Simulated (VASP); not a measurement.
A run of VASP 6.6.1:

Contents of INCAR:

```
SYSTEM = SiC
PREC = Accurate
ENCUT = 520
EDIFF = 1E-6
ISMEAR = 0
SIGMA = 0.01
LREAL = .FALSE.
LASPH = .TRUE.
NELM = 80
ALGO = Normal
ISIF = 2
LWAVE = .FALSE.
LCHARG = .FALSE.
GGA = PE
NBANDS = 16
```

KPOINTS

```
Automatic mesh
0
G
  12 12 4
  0 0 0
```

POSCAR

```
SiC
1.0
    3.0344273363      0.0000000000      0.0000000000
   -1.5172136681      2.6278910190      0.0000000000
    0.0000000000      0.0000000000      4.9797754205
Si C
2 2
Direct
    0.3333333333      0.6666666667      0.0000000000
    0.6666666667      0.3333333333      0.5000000000
    0.3333333333      0.6666666667      0.3850000000
    0.6666666667      0.3333333333      0.8850000000
```

Potentials or basis: VASP PAW PBE potentials, release 64 (Si, C).

Command:

```console
$ cat potpaw_PBE.64/Si/POTCAR potpaw_PBE.64/C/POTCAR > POTCAR
$ mpirun -np 1 vasp_std > vasp.out
```

Hardware: 1 thread of Intel(R) Xeon(R) Platinum 8488C (Sapphire Rapids), on a shared host.

Estimate the wall time of this run.

Wall time 16 s on 1 thread of Intel(R) Xeon(R) Platinum 8488C (Sapphire Rapids), with other jobs on the host, peak memory 0.16 GiB. Counts: scf iterations 12, k points 57.
